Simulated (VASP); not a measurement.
# WS2 (R3m) in VASP: single point with LDA

Aim: the single point of WS2 with LDA.

Program: VASP 6.6.1. These are calculated values, not measurements. Logs are shortened: lines on timing, memory, paths and dates and some standing lists are left out, and cuts for length are marked.

### 1 The cell of the first run

The structure is trigonal, space group R3m (No. 160). Conventional cell: a = 3.158 Å, b = 3.158 Å, c = 18.490 Å, α = 90.00°, β = 90.00°, γ = 120.00°. Within 3.2 Å of W (site symmetry 3m) lie 6 S at 2.39 to 2.42 Å and 6 W at 3.16 Å. S (site symmetry 3m) has 3 W at 2.39 Å and 7 S at 3.13 to 3.16 Å within 3.2 Å. Within 3.2 Å of S (site symmetry 3m) lie 3 W at 2.42 Å and 7 S at 3.13 to 3.16 Å.

### 2 Single point, LDA

INCAR reads:

```
PREC     = Accurate       # precision mode
ENCUT    = 520            # plane-wave cutoff, eV
EDIFF    = 1E-6           # SCF threshold, eV
ISMEAR   = 0              # smearing method
SIGMA    = 0.05           # smearing width, eV
LREAL    = False          # projectors in reciprocal space
LASPH    = True           # aspherical terms in the spheres
NELM     = 60             # most SCF steps
ALGO     = Normal         # electronic algorithm
ISIF     = 2              # what is computed and relaxed
LWAVE    = False          # write WAVECAR
LCHARG   = True           # write CHGCAR
LELF     = True           # ELF
LVHAR    = True         
NBANDS   = 49             # bands
```

KPOINTS reads:

```
Automatic mesh
0
Gamma
  10 10 2
```

POSCAR reads:

```
WS2
1.0
   -1.5790003843     -2.7349088907      0.0000000000
    1.5790003843     -2.7349088907      0.0000000000
    0.0000000000      0.0000000000     18.4899900000
W S
3 6
Direct
    0.0000000000      0.0000000000      0.0000000000
    0.3333333333      0.3333333333      0.3333333333
    0.6666666667      0.6666666667      0.6666666667
    1.0000000000      1.0000000000      0.7503000000
    0.3333333333      0.3333333333      0.0836333333
    0.6666666667      0.6666666667      0.4169666667
    1.0000000000      1.0000000000      0.5810000000
    0.3333333333      0.3333333333      0.9143333333
    0.6666666667      0.6666666667      0.2476666667
```

Potentials or basis: VASP PAW LDA potentials, release 64 (W_sv, S).

On the command line:

```sh
$ cat potpaw_LDA.64/W_sv/POTCAR potpaw_LDA.64/S/POTCAR > POTCAR
$ mpirun -np 1 vasp_std > vasp.out
```

OUTCAR:

```text
PREC = Accurate
   ENCUT = 520
   EDIFF = 1E-6
   ISMEAR = 0
   LREAL = False
   LASPH = True
   NELM = 60
   ISIF = 2

 ion  position               nearest neighbor table
   1  0.000  0.000  0.000-   5 2.39   5 2.39   5 2.39   8 2.42   8 2.42   8 2.42
   2  0.333  0.333  0.333-   6 2.39   6 2.39   6 2.39   9 2.42   9 2.42   9 2.42
   3  0.667  0.667  0.667-   4 2.39   4 2.39   4 2.39   7 2.42   7 2.42   7 2.42
   4  0.000  0.000  0.750-   3 2.39   3 2.39   3 2.39
   5  0.333  0.333  0.084-   1 2.39   1 2.39   1 2.39
   6  0.667  0.667  0.417-   2 2.39   2 2.39   2 2.39
   7  0.000  0.000  0.581-   3 2.42   3 2.42   3 2.42
   8  0.333  0.333  0.914-   1 2.42   1 2.42   1 2.42
   9  0.667  0.667  0.248-   2 2.42   2 2.42   2 2.42

  LATTYP: Found a hexagonal cell.
 ALAT       =     3.1580007685
 C/A-ratio  =     5.8549669095

  Lattice vectors:

 A1 = (  -1.5790003843,   2.7349088907,   0.0000000000)
 A2 = (  -1.5790003843,  -2.7349088907,   0.0000000000)
 A3 = (   0.0000000000,   0.0000000000,  18.4899900000)

Analysis of symmetry for initial positions (statically):
=====================================================================
 Subroutine PRICEL returns following result:

  LATTYP: Found a trigonal (rhomboedric) cell.
 ALAT       =     6.4273602383
 COS(alpha) =     0.8792939096

  Lattice vectors:

 A1 = (   1.5790003843,  -0.9116362971,  -6.1633299994)
 A2 = (  -1.5790003843,  -0.9116362965,  -6.1633300012)
 A3 = (   0.0000000000,   1.8232725936,  -6.1633299994)

   3 primitive cells build up your supercell.

 Routine SETGRP: Setting up the symmetry group for a
 hexagonal supercell.

 Subroutine GETGRP returns: Found  6 space group operations
 (whereof  6 operations were pure point group operations)
 out of a pool of 24 trial point group operations.

The static configuration has the point symmetry C_3v.

Analysis of symmetry for dynamics (positions and initial velocities):
=====================================================================
 Subroutine PRICEL returns following result:

  LATTYP: Found a trigonal (rhomboedric) cell.
 ALAT       =     6.4273602383
 COS(alpha) =     0.8792939096

  Lattice vectors:

 A1 = (   1.5790003843,  -0.9116362971,  -6.1633299994)
 A2 = (  -1.5790003843,  -0.9116362965,  -6.1633300012)
 A3 = (   0.0000000000,   1.8232725936,  -6.1633299994)

   3 primitive cells build up your supercell.

 Routine SETGRP: Setting up the symmetry group for a
 hexagonal supercell.

 Subroutine GETGRP returns: Found  6 space group operations
 (whereof  6 operations were pure point group operations)
 out of a pool of 24 trial point group operations.

The dynamic configuration has the point symmetry C_3v.

 Subroutine INISYM returns: Found  6 space group operations
 (whereof  6 operations are pure point group operations),
 and found     3 'primitive' translations

----------------------------------------------------------------------------------------

                                     Primitive cell

  volume of cell :      53.2317

  direct lattice vectors                    reciprocal lattice vectors
     1.579000384 -0.911636297 -6.163329999     0.316656034 -0.182821447 -0.054083318
    -1.579000384 -0.911636297 -6.163330001    -0.316656034 -0.182821447 -0.054083318
     0.000000000  1.823272594 -6.163329999     0.000000000  0.365642893 -0.054083318

  length of vectors
     6.427360238  6.427360240  6.427360238     0.369621064  0.369621064  0.369621064

  position of ions in fractional coordinates (direct lattice)
     0.000000000  0.000000000  0.000000000
     0.249700000  0.249700000  0.249700000
     0.419000000  0.419000000  0.419000000

  ion indices of the primitive-cell ions
   primitive index   ion index
                 1           1
                 2           4
                 3           7

----------------------------------------------------------------------------------------

 KPOINTS: Automatic mesh

Automatic generation of k-mesh.
 Grid dimensions read from file:
 generate k-points for:   10   10    2

 Generating k-lattice:

  Cartesian coordinates                     Fractional coordinates (reciprocal lattice)
    -0.031665603 -0.018282145  0.000000000     0.100000000  0.000000000  0.000000000
     0.031665603 -0.018282145  0.000000000     0.000000000  0.100000000  0.000000000
     0.000000000  0.000000000  0.027041659     0.000000000  0.000000000  0.500000000

  Length of vectors
     0.036564289  0.036564289  0.027041659

  Shift w.r.t. Gamma in fractional coordinates (k-lattice)
     0.000000000  0.000000000  0.000000000

 Subroutine IBZKPT returns following result:
 ===========================================

 Found     28 irreducible k-points:

 Following reciprocal coordinates:
            Coordinates               Weight
  0.000000  0.000000  0.000000      1.000000
  0.100000 -0.000000  0.000000      6.000000
  0.200000 -0.000000  0.000000      6.000000
  0.300000  0.000000  0.000000      6.000000
  0.400000 -0.000000  0.000000      6.000000
  0.500000  0.000000  0.000000      3.000000
[... 16 lines left out ...]
  0.400000  0.100000  0.500000     12.000000
  0.500000  0.100000  0.500000     12.000000
 [... further k-points ...]
   k-points           NKPTS =     28   k-points in BZ     NKDIM =     28   number of bands    NBANDS=     49
   number of dos      NEDOS =    301   number of ions     NIONS =      9
   total plane-waves  NPLWV =  80640
   dimension x,y,z NGX =    24 NGY =   24 NGZ =  140
   dimension x,y,z NGXF=    48 NGYF=   48 NGZF=  280
   ions per type =               3   6
   NGX,Y,Z   is equivalent  to a cutoff of  12.63, 12.63, 12.59 a.u.
   NGXF,Y,Z  is equivalent  to a cutoff of  25.27, 25.27, 25.18 a.u.
 SYSTEM =  unknown system
   PREC   = accura    normal or accurate (medium, high low for compatibility)
   ISTART =      0    job   : 0-new  1-cont  2-samecut
   ICHARG =      2    charge: 1-file 2-atom 10-const
   ISPIN  =      1    spin polarized calculation?
   LNONCOLLINEAR =      F non collinear calculations
   LSORBIT =      F    spin-orbit coupling
   LASPH  =      T    aspherical Exc in radial PAW
   ENCUT  =  520.0 eV  38.22 Ry    6.18 a.u.   5.87  5.87 34.38*2*pi/ulx,y,z
   NELM   =     60;   NELMIN=  2; NELMDL= -5     # of ELM steps
   EDIFF  = 0.1E-05   stopping-criterion for ELM
   LREAL  =      F    real-space projection
   EDIFFG = 0.1E-04   stopping-criterion for IOM
   NSW    =      0    number of steps for IOM
   IBRION =     -1    ionic relax: 0-MD 1-quasi-New 2-CG
   NFREE  =      0    steps in history (QN), initial steepest desc. (CG)
   ISIF   =      2    stress and relaxation
   ISYM   =      2    0-nonsym 1-usesym 2-fastsym
   POTIM  = 0.5000    time-step for ionic-motion
   TEBEG  =    0.0;   TEEND  =   0.0 temperature during run
   PSTRESS=    0.0 pullay stress
   NELECT =      78.0000    total number of electrons
   NUPDOWN=      -1.0000    fix difference up-down
   EMIN   =  10.00;   EMAX   =-10.00  energy-range for DOS
   EFERMI =   0.00;   METHOD = LEGACY
   ISMEAR =     0;   SIGMA  =   0.05  broadening in eV -4-tet -1-fermi 0-gaus
   EFERMI_NEDOS =   21; number of points for ismear=-14 and -15
   IALGO  =     38    algorithm
   IMIX   =      4    mixing-type and parameters
     AMIX     =   0.40;   BMIX     =  1.00
     AMIX_MAG =   1.60;   BMIX_MAG =  1.00
  volume/ion in A,a.u.               =      17.74       119.74
  Fermi-wavevector in a.u.,A,eV,Ry     =   1.289266  2.436359 22.615688  1.662206
  Thomas-Fermi vector in A             =   2.421169
   LORBIT       =      0    0 simple, 1 ext, 2 COOP (PROOUT), +10 PAW based schemes
   GGA     = CA    functional components
   LHFCALC =     F    Hartree Fock is set to
   AEXX    =    0.0000 exact exchange contribution
   IVDW    =     0    specifies the selected vdW correction
   LEPSILON=     F    determine dielectric tensor
   LRPA    =     F    only Hartree local field effects (RPA)
 non-spin polarized calculation
 Gauss-broadening in eV      SIGMA  =   0.05
  energy-cutoff  :      520.00
  volume of cell :      159.70
 maximum number of plane-waves:      4328
   NGX = 11   NGY = 11   NGZ = 69

 number of electron      77.9999991 magnetization

 Free energy of the ion-electron system (eV)
  ---------------------------------------------------
  ext. energy  EPLUGINS =         0.00000000
  ---------------------------------------------------
  free energy    TOTEN  =       -78.72497457 eV

  energy without entropy =      -78.72497457  energy(sigma->0) =      -78.72497457

 E-fermi :   7.6991     XC(G=0): -11.2375

 val. band max:        7.3495209746   @ k =   0.0000   0.0000   0.5000
 cond. band min:       8.3434602573   @ k =   0.4000   0.2000   0.0000
 fundamental gap:      0.9939392827
 Fermi energy:         7.6990635251

 k-point     1 :       0.0000    0.0000    0.0000
  band No.  band energies     occupation
      1     -66.8450      2.00000
      2     -66.8450      2.00000
      3     -66.8449      2.00000
      4     -31.3768      2.00000
      5     -31.3768      2.00000
      6     -31.3767      2.00000
[... 41 lines left out ...]
     48       9.7785      0.00000
     49       9.8794      0.00000

 k-point     2 :       0.1000   -0.0000    0.0000
  band No.  band energies     occupation
      1     -66.8431      2.00000
      2     -66.8431      2.00000
      3     -66.8431      2.00000
      4     -31.3702      2.00000
      5     -31.3702      2.00000
      6     -31.3702      2.00000
[... 41 lines left out ...]
     48       9.6544      0.00000
     49       9.9524      0.00000

 k-point     3 :       0.2000   -0.0000    0.0000
  band No.  band energies     occupation
      1     -66.8382      2.00000
      2     -66.8382      2.00000
      3     -66.8382      2.00000
      4     -31.3531      2.00000
      5     -31.3531      2.00000
      6     -31.3531      2.00000
[... 41 lines left out ...]
     48       9.8953      0.00000
     49      10.4855      0.00000

 k-point     4 :       0.3000    0.0000    0.0000
  band No.  band energies     occupation
      1     -66.8322      2.00000
      2     -66.8322      2.00000
      3     -66.8322      2.00000
      4     -31.4320      2.00000
      5     -31.4320      2.00000
      6     -31.4320      2.00000
[... 977 lines left out ...]
     48      10.0085      0.00000
     49      11.1370      0.00000

 k-point    23 :       0.4000    0.1000    0.5000
  band No.  band energies     occupation
      1     -66.8289      2.00000
      2     -66.8289      2.00000
      3     -66.8289      2.00000
      4     -31.4797      2.00000
      5     -31.4797      2.00000
      6     -31.4797      2.00000
[... 41 lines left out ...]
     48      10.5435      0.00000
     49      11.3481      0.00000

 k-point    24 :       0.5000    0.1000    0.5000
  band No.  band energies     occupation
      1     -66.8255      2.00000
      2     -66.8255      2.00000
      3     -66.8255      2.00000
      4     -31.5380      2.00000
      5     -31.5380      2.00000
      6     -31.5380      2.00000
[... 41 lines left out ...]
     48      10.9570      0.00000
     49      11.0506      0.00000

 [... further k-points ...]

------------------------ aborting loop because EDIFF is reached ----------------------------------------

  FORCE on cell =-STRESS in cart. coord.  units (eV):
  Direction    XX          YY          ZZ          XY          YZ          ZX
  --------------------------------------------------------------------------------------
  -------------------------------------------------------------------------------------
  Total       -3.4352201     -3.4352201     -2.9587507      0.0000000     -0.0000000      0.0000000
  in kB      -34.4646108    -34.4646108    -29.6843257      0.0000000     -0.0000000      0.0000000
  external PRESSURE =     -32.8711824 kB  Pullay stress =       0.0000000 kB

 VOLUME and BASIS-vectors are now :
 -----------------------------------------------------------------------------
  energy-cutoff  :      520.00
  volume of cell :      159.70
      direct lattice vectors                 reciprocal lattice vectors
    -1.579000384 -2.734908891  0.000000000    -0.316656034 -0.182821447  0.000000000
     1.579000384 -2.734908891  0.000000000     0.316656034 -0.182821447  0.000000000
     0.000000000  0.000000000 18.489990000     0.000000000  0.000000000  0.054083318

 POSITION                                       TOTAL-FORCE (eV/Angst)
 -----------------------------------------------------------------------------------
      0.00000      0.00000      0.00000         0.000000     -0.000000     -0.587114
      0.00000     -1.82327      6.16333         0.000000     -0.000000     -0.587114
      0.00000     -3.64655     12.32666        -0.000000      0.000000     -0.587114
      0.00000      0.00000     13.87304        -0.000000      0.000000      0.067164
      0.00000     -1.82327      1.54638        -0.000000      0.000000      0.067164
      0.00000     -3.64655      7.70971        -0.000000      0.000000      0.067164
      0.00000      0.00000     10.74268        -0.000000     -0.000000      0.519949
      0.00000     -1.82327     16.90601        -0.000000      0.000000      0.519949
      0.00000     -3.64655      4.57935        -0.000000     -0.000000      0.519949
 -----------------------------------------------------------------------------------
    total drift:                                0.000000      0.000000      0.000505

  FREE ENERGIE OF THE ION-ELECTRON SYSTEM (eV)
  ---------------------------------------------------
  free  energy   TOTEN  =       -78.7249745686 eV

  energy  without entropy=      -78.7249745686  energy(sigma->0) =      -78.72497457
```

Wall time 2.5 min (1 thread of Intel Xeon Platinum 8375C at 2.90GHz (Ice Lake), shared host); peak memory 0.31 GiB.

What came out:

```yaml
Free_energy: -78.7250 eV
Pressure: -3.3 GPa
Largest_force: 0.587 eV/Å
Band_gap_on_the_k_mesh: 0.99 eV
```

Forces in eV/Å, atoms in the order of the input:
```
W    0.000  0.000 -0.587
W    0.000  0.000 -0.587
W    0.000  0.000 -0.587
S    0.000  0.000  0.067
S    0.000  0.000  0.067
S    0.000  0.000  0.067
S    0.000  0.000  0.520
S    0.000  0.000  0.520
S    0.000  0.000  0.520
```

Levels at points of the mesh, in eV from the valence-band top:
| k point | band 37 | band 38 | band 39 | band 40 | band 41 | band 42 |
| --- | --- | --- | --- | --- | --- | --- |
| (0.00, 0.00, 0.00) | -1.25 | -0.14 | -0.14 | 2.17 | 2.17 | 2.24 |
| (0.50, 0.00, 0.00) | -1.65 | -1.65 | -1.53 | 2.21 | 2.24 | 2.24 |
| (0.00, 0.00, 0.50) | -0.60 | -0.60 | 0.00 | 2.19 | 2.19 | 2.19 |
| (0.50, 0.00, 0.50) | -1.72 | -1.56 | -1.56 | 2.22 | 2.22 | 2.25 |

Caveat: spin-orbit coupling is left out, which moves the levels of the heavy elements. A k mesh can miss the band edges.
